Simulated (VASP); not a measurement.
Wanted: the native input for a VASP 6.6.1 run.

| Quantity | Value |
| --- | --- |
| Task | single point |
| Functional | LDA |
| Potentials or basis | VASP PAW LDA potentials, release 64 (Au) |
| Cutoff | 520 eV |
| k mesh | 12 × 12 × 12 |
| Occupations | methfessel-paxton, width 0.05 eV |
| Spin | no spin polarisation |
| Dipole correction | no |
| Further INCAR settings | ALGO = Normal; EDIFF = 1e-06; NBANDS = 12 |

The structure of Au lies in POSCAR:

```
Au
1.0
   -1.5935787793      1.5935787793      1.5935787793
    1.5935787793     -1.5935787793      1.5935787793
    1.5935787793      1.5935787793     -1.5935787793
Au
1
Direct
    0.0000000000      0.0000000000      0.0000000000
```

One way to write it, as run:

INCAR

```
SYSTEM = Au
PREC = Accurate
ENCUT = 520
EDIFF = 1E-6
ISMEAR = 1
SIGMA = 0.05
LREAL = .False.
LASPH = .True.
NELM = 100
ALGO = Normal
ISIF = 2
LWAVE = .False.
LCHARG = .False.
GGA = CA
NBANDS = 12
```

KPOINTS

```
regular mesh
0
Gamma
  12 12 12
  0 0 0
```

Potentials or basis: VASP PAW LDA potentials, release 64 (Au).

Command:

```sh
$ cat potpaw_LDA.64/Au/POTCAR > POTCAR
$ mpirun -np 1 vasp_std > vasp.out
```

Results of the run:

```yaml
Pressure: 5.5 GPa
```

Run time: 4 s on 1 thread of Intel(R) Xeon(R) 6975P-C (Granite Rapids), with other jobs on the host, peak memory 0.13 GiB.
